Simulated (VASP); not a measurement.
# ZnS (Cm) in VASP: single point with r2SCAN

Aim: the single point of ZnS with r2SCAN.

Everything below comes from runs of VASP 6.6.1. Logs are shortened: lines on timing, memory, paths and dates and some standing lists are left out, and cuts for length are marked.

### Step 1. The cell of the first run

Symmetry: Cm, No. 8, monoclinic system. The conventional cell has a = 6.600 Å, b = 3.811 Å, c = 9.399 Å, α = 90.00°, β = 96.72°, γ = 90.00°. Within 3.1 Å of Zn (site symmetry m) lie 4 S at 2.33 Å. Within 3.1 Å of Zn (site symmetry m) lie 4 S at 2.33 Å. Zn (site symmetry m) has 4 S at 2.33 to 2.58 Å within 3.1 Å. S (site symmetry m) has 4 Zn at 2.33 to 2.58 Å within 3.1 Å. S (site symmetry m) has 4 Zn at 2.33 Å within 3.1 Å. S (site symmetry m) has 4 Zn at 2.33 Å within 3.1 Å.

### Step 2. Single point, r2SCAN (the part above a cut slid along it)

Input file POSCAR:

```
ZnS
1.0
    2.6945131931     -2.6945131931      0.0000000000
    2.6945131931      0.0000000000     -2.6945131931
    8.5326251116      4.4908553219      3.1435987254
Zn S
3 3
Direct
    0.7361000000     -0.6597500000      0.7917000000
    0.1805444444     -0.0486388889      0.4583666667
    0.6249888889      0.5624722222      0.1250333333
    0.3749888889     -0.0625277778      0.8750333333
    0.8194333333     -0.4514166667      0.5417000000
    0.2638777778      0.1596944444      0.2083666667
```

Input file INCAR.step1:

```
SYSTEM = ZnS
ALGO = Normal
EDIFF = 1E-4
ENCUT = 520
GGA = PE
ISMEAR = 0
ISYM = 0
LASPH = .True.
LCHARG = .False.
LREAL = .False.
LWAVE = .True.
NBANDS = 36
NELM = 60
PREC = Accurate
SIGMA = 0.05
```

Input file INCAR.step2:

```
SYSTEM = ZnS
ALGO = Normal
EDIFF = 1E-7
ENCUT = 520
ISIF = 2
ISMEAR = 0
ISTART = 1
ISYM = 0
LASPH = .True.
LCHARG = .False.
LMIXTAU = .True.
LREAL = .False.
LWAVE = .False.
METAGGA = R2SCAN
NBANDS = 36
NELM = 60
PREC = Accurate
SIGMA = 0.05
```

Input file KPOINTS:

```
k-points
0
Gamma
  7 7 3
  0 0 0
```

Potentials or basis: VASP PAW PBE potentials, release 64 (Zn, S).

Command:

```bash
$ cat potpaw_PBE.64/Zn/POTCAR potpaw_PBE.64/S/POTCAR > POTCAR
$ cp INCAR.step1 INCAR
$ mpirun -np 1 vasp_std > vasp.out
$ cp INCAR.step2 INCAR
$ mpirun -np 1 vasp_std > vasp.out
```

OUTCAR:

```text
SYSTEM = ZnS
   EDIFF = 1E-7
   ENCUT = 520
   ISIF = 2
   ISMEAR = 0
   ISTART = 1
   ISYM = 0
   LASPH = .True.
   LREAL = .False.
   METAGGA = R2SCAN
   NELM = 60
   PREC = Accurate

 ion  position               nearest neighbor table
   1  0.736  0.340  0.792-   4 2.33   4 2.33   5 2.33   4 2.33
   2  0.181  0.951  0.458-   5 2.33   5 2.33   6 2.33   5 2.33
   3  0.625  0.562  0.125-   6 2.33   6 2.33   6 2.33   4 2.58
   4  0.375  0.937  0.875-   1 2.33   1 2.33   1 2.33   3 2.58
   5  0.819  0.549  0.542-   2 2.33   2 2.33   1 2.33   2 2.33
   6  0.264  0.160  0.208-   3 2.33   2 2.33   3 2.33   3 2.33

IMPORTANT INFORMATION: All symmetrisations will be switched off!
NOSYMM: (Re-)initialisation of all symmetry stuff for point group C_1.

----------------------------------------------------------------------------------------

                                     Primitive cell

  volume of cell :     117.3795

  direct lattice vectors                    reciprocal lattice vectors
     2.694513193 -2.694513193  0.000000000     0.103090153 -0.268034398  0.103090153
     2.694513193  0.000000000 -2.694513193     0.072163107  0.072163107 -0.298961444
     8.532625112  4.490855322  3.143598725     0.061854092  0.061854092  0.061854092

  length of vectors
     3.810617102  3.810617102 10.141779221     0.305118990  0.315900258  0.107134430

  position of ions in fractional coordinates (direct lattice)
     0.736100000  0.340250000  0.791700000
     0.180544444  0.951361111  0.458366667
     0.624988889  0.562472222  0.125033333
     0.374988889  0.937472222  0.875033333
     0.819433333  0.548583333  0.541700000
     0.263877778  0.159694444  0.208366667

  ion indices of the primitive-cell ions
   primitive index   ion index
                 1           1
                 2           2
                 3           3
                 4           4
                 5           5
                 6           6

----------------------------------------------------------------------------------------

 KPOINTS: k-points

Automatic generation of k-mesh.
 Grid dimensions read from file:
 generate k-points for:    7    7    3

 Generating k-lattice:

  Cartesian coordinates                     Fractional coordinates (reciprocal lattice)
     0.014727165 -0.038290628  0.014727165     0.142857143  0.000000000  0.000000000
     0.010309015  0.010309015 -0.042708778     0.000000000  0.142857143  0.000000000
     0.020618031  0.020618031  0.020618031     0.000000000  0.000000000  0.333333333

  Length of vectors
     0.043588427  0.045128608  0.035711477

  Shift w.r.t. Gamma in fractional coordinates (k-lattice)
     0.000000000  0.000000000  0.000000000

 -----------------------------------------------------------------------------
|                                                                             |
|           W    W    AA    RRRRR   N    N  II  N    N   GGGG   !!!           |
|           W    W   A  A   R    R  NN   N  II  NN   N  G    G  !!!           |
|           W    W  A    A  R    R  N N  N  II  N N  N  G       !!!           |
|           W WW W  AAAAAA  RRRRR   N  N N  II  N  N N  G  GGG   !            |
|           WW  WW  A    A  R   R   N   NN  II  N   NN  G    G                |
|           W    W  A    A  R    R  N    N  II  N    N   GGGG   !!!           |
|                                                                             |
|     Your reciprocal lattice and k-lattice belong to different lattice       |
|     classes:                                                                |
|                                                                             |
|        The reciprocal lattice is base-centered monoclinic,                  |
|        whereas your k-lattice is triclinic.                                 |
|                                                                             |
|     Results are often still useful ...                                      |
|                                                                             |
 -----------------------------------------------------------------------------

 WARNING: IBZKPT: internal override: KBLOWUP is changed to .FALSE.
      ... skipping the blow-up phase ...

 Subroutine IBZKPT returns following result:
 ===========================================

 Found     74 irreducible k-points:

 Following reciprocal coordinates:
            Coordinates               Weight
  0.000000  0.000000  0.000000      1.000000
  0.142857  0.000000  0.000000      2.000000
  0.285714  0.000000 -0.000000      2.000000
  0.428571  0.000000 -0.000000      2.000000
  0.000000  0.142857 -0.000000      2.000000
  0.142857  0.142857  0.000000      2.000000
[... 16 lines left out ...]
 -0.428571  0.428571 -0.000000      2.000000
 -0.285714  0.428571 -0.000000      2.000000
 [... further k-points ...]
   k-points           NKPTS =     74   k-points in BZ     NKDIM =     74   number of bands    NBANDS=     36
   number of dos      NEDOS =    301   number of ions     NIONS =      6
   total plane-waves  NPLWV =  62720
   dimension x,y,z NGX =    28 NGY =   28 NGZ =   80
   dimension x,y,z NGXF=    56 NGYF=   56 NGZF=  160
   ions per type =               3   3
   NGX,Y,Z   is equivalent  to a cutoff of  12.22, 12.22, 13.11 a.u.
   NGXF,Y,Z  is equivalent  to a cutoff of  24.43, 24.43, 26.23 a.u.
 SYSTEM =  ZnS
   PREC   = accura    normal or accurate (medium, high low for compatibility)
   ISTART =      1    job   : 0-new  1-cont  2-samecut
   ICHARG =      0    charge: 1-file 2-atom 10-const
   ISPIN  =      1    spin polarized calculation?
   LNONCOLLINEAR =      F non collinear calculations
   LSORBIT =      F    spin-orbit coupling
   LASPH  =      T    aspherical Exc in radial PAW
   ENCUT  =  520.0 eV  38.22 Ry    6.18 a.u.   7.09  7.09 18.86*2*pi/ulx,y,z
   NELM   =     60;   NELMIN=  2; NELMDL=  0     # of ELM steps
   EDIFF  = 0.1E-06   stopping-criterion for ELM
   LREAL  =      F    real-space projection
   EDIFFG = 0.1E-05   stopping-criterion for IOM
   NSW    =      0    number of steps for IOM
   IBRION =     -1    ionic relax: 0-MD 1-quasi-New 2-CG
   NFREE  =      0    steps in history (QN), initial steepest desc. (CG)
   ISIF   =      2    stress and relaxation
   ISYM   =      0    0-nonsym 1-usesym 2-fastsym
   POTIM  = 0.5000    time-step for ionic-motion
   TEBEG  =    0.0;   TEEND  =   0.0 temperature during run
   PSTRESS=    0.0 pullay stress
   NELECT =      54.0000    total number of electrons
   NUPDOWN=      -1.0000    fix difference up-down
   EMIN   =  10.00;   EMAX   =-10.00  energy-range for DOS
   EFERMI =   0.00;   METHOD = LEGACY
   ISMEAR =     0;   SIGMA  =   0.05  broadening in eV -4-tet -1-fermi 0-gaus
   EFERMI_NEDOS =   21; number of points for ismear=-14 and -15
   IALGO  =     38    algorithm
   IMIX   =      4    mixing-type and parameters
     AMIX     =   0.40;   BMIX     =  1.00
     AMIX_MAG =   1.60;   BMIX_MAG =  1.00
  volume/ion in A,a.u.               =      19.56       132.02
  Fermi-wavevector in a.u.,A,eV,Ry     =   1.263791  2.388219 21.730795  1.597168
  Thomas-Fermi vector in A             =   2.397130
   LORBIT       =      0    0 simple, 1 ext, 2 COOP (PROOUT), +10 PAW based schemes
   METAGGA = R2SCAN    functional components
   LHFCALC =     F    Hartree Fock is set to
   AEXX    =    0.0000 exact exchange contribution
   IVDW    =     0    specifies the selected vdW correction
   LEPSILON=     F    determine dielectric tensor
   LRPA    =     F    only Hartree local field effects (RPA)
 non-spin polarized calculation
 Gauss-broadening in eV      SIGMA  =   0.05
  energy-cutoff  :      520.00
  volume of cell :      117.38
 maximum number of plane-waves:      3177
   NGX = 15   NGY = 15   NGZ = 37

 number of electron      54.0000014 magnetization

 Free energy of the ion-electron system (eV)
  ---------------------------------------------------
  ext. energy  EPLUGINS =         0.00000000
  ---------------------------------------------------
  free energy    TOTEN  =       -56.24061055 eV

  energy without entropy =      -56.24061055  energy(sigma->0) =      -56.24061055

 E-fermi :   2.2448     XC(G=0): -10.3469

 val. band max:        2.0206962007   @ k =   0.0000   0.0000   0.0000
 cond. band min:       4.4151185915   @ k =   0.0000   0.0000   0.0000
 fundamental gap:      2.3944223908
 Fermi energy:         2.2447599814

 k-point     1 :       0.0000    0.0000    0.0000
  band No.  band energies     occupation
      1     -11.8120      2.00000
      2     -11.1865      2.00000
      3     -10.9001      2.00000
      4      -4.7582      2.00000
      5      -4.7512      2.00000
      6      -4.6775      2.00000
[... 28 lines left out ...]
     35       9.2996      0.00000
     36       9.4702      0.00000

 k-point     2 :       0.1429    0.0000    0.0000
  band No.  band energies     occupation
      1     -11.6740      2.00000
      2     -11.0917      2.00000
      3     -10.7894      2.00000
      4      -4.7539      2.00000
      5      -4.7255      2.00000
      6      -4.6554      2.00000
[... 28 lines left out ...]
     35       9.3271      0.00000
     36       9.8040      0.00000

 k-point     3 :       0.2857    0.0000   -0.0000
  band No.  band energies     occupation
      1     -11.3257      2.00000
      2     -10.8702      2.00000
      3     -10.5267      2.00000
      4      -4.7429      2.00000
      5      -4.6561      2.00000
      6      -4.5773      2.00000
[... 28 lines left out ...]
     35       9.9882      0.00000
     36      10.5587      0.00000
[... 742 lines left out ...]
 k-point    23 :      -0.4286    0.4286   -0.0000
  band No.  band energies     occupation
      1     -10.8640      2.00000
      2     -10.6240      2.00000
      3     -10.3040      2.00000
      4      -4.6533      2.00000
      5      -4.5854      2.00000
      6      -4.4905      2.00000
[... 28 lines left out ...]
     35       9.5748      0.00000
     36      11.5548      0.00000

 k-point    24 :      -0.2857    0.4286   -0.0000
  band No.  band energies     occupation
      1     -10.8259      2.00000
      2     -10.5999      2.00000
      3     -10.2790      2.00000
      4      -4.6354      2.00000
      5      -4.5327      2.00000
      6      -4.4724      2.00000
[... 28 lines left out ...]
     35       9.9288      0.00000
     36      10.8267      0.00000

 [... further k-points ...]
[... 5 lines left out ...]
  --------------------------------------------------------------------------------------
  -------------------------------------------------------------------------------------
  Total       -0.9178670      0.3358435     -0.9212052      0.7157578      0.7087394     -1.2885112
  in kB      -12.5284730      4.5841129    -12.5740385      9.7697733      9.6739750    -17.5876003
  external PRESSURE =      -6.8394662 kB  Pullay stress =       0.0000000 kB

 VOLUME and BASIS-vectors are now :
 -----------------------------------------------------------------------------
  energy-cutoff  :      520.00
  volume of cell :      117.38
      direct lattice vectors                 reciprocal lattice vectors
     2.694513193 -2.694513193  0.000000000     0.103090153 -0.268034398  0.103090153
     2.694513193  0.000000000 -2.694513193     0.072163107  0.072163107 -0.298961444
     8.532625112  4.490855322  3.143598725     0.061854092  0.061854092  0.061854092

 POSITION                                       TOTAL-FORCE (eV/Angst)
 -----------------------------------------------------------------------------------
      9.65552      1.57198      1.57198        -0.077738      0.143372     -0.083101
      6.96101      1.57198     -1.12253         0.065094      0.100587      0.072688
      4.26649     -1.12253     -1.12253        -0.307378      0.186275     -0.312809
     11.00278      2.91924      0.22472         0.533130     -0.299663      0.533862
      8.30826      0.22472      0.22472        -0.069359     -0.127440     -0.068208
      2.91924      0.22472      0.22472        -0.143749     -0.003131     -0.142433
 -----------------------------------------------------------------------------------
    total drift:                                0.017049      0.014362      0.007028

  FREE ENERGIE OF THE ION-ELECTRON SYSTEM (eV)
  ---------------------------------------------------
  free  energy   TOTEN  =       -56.2406105477 eV

  energy  without entropy=      -56.2406105477  energy(sigma->0) =      -56.24061055
```

It took 16 min on 1 thread of Intel Xeon Platinum 8488C (Sapphire Rapids), shared host; peak memory 0.41 GiB.

Results:

```
Free energy            : -56.2406 eV
Pressure               : -0.7 GPa
Largest force          : 0.812 eV/Å
Band gap on the k mesh : 2.39 eV
```

Forces in eV/Å, atoms in the order of the input:
```
Zn  -0.078  0.143 -0.083
Zn   0.065  0.101  0.073
Zn  -0.307  0.186 -0.313
S    0.533 -0.300  0.534
S   -0.069 -0.127 -0.068
S   -0.144 -0.003 -0.142
```

Stress tensor (GPa, compression positive):
```
-1.25  0.98 -1.76
 0.98  0.46  0.97
-1.76  0.97 -1.26
```

Levels at points of the mesh, in eV from the valence-band top:
```csv
k point,band 25,band 26,band 27,band 28,band 29,band 30
"(0.00, 0.00, 0.00)",-0.25,-0.04,0.00,2.39,3.77,3.95
```

Caveat: the cell differs from its parent crystal (the part above a cut slid along it); the PAW data sets were made with another functional, which shifts forces and pressure a little. A k mesh can miss the band edges.
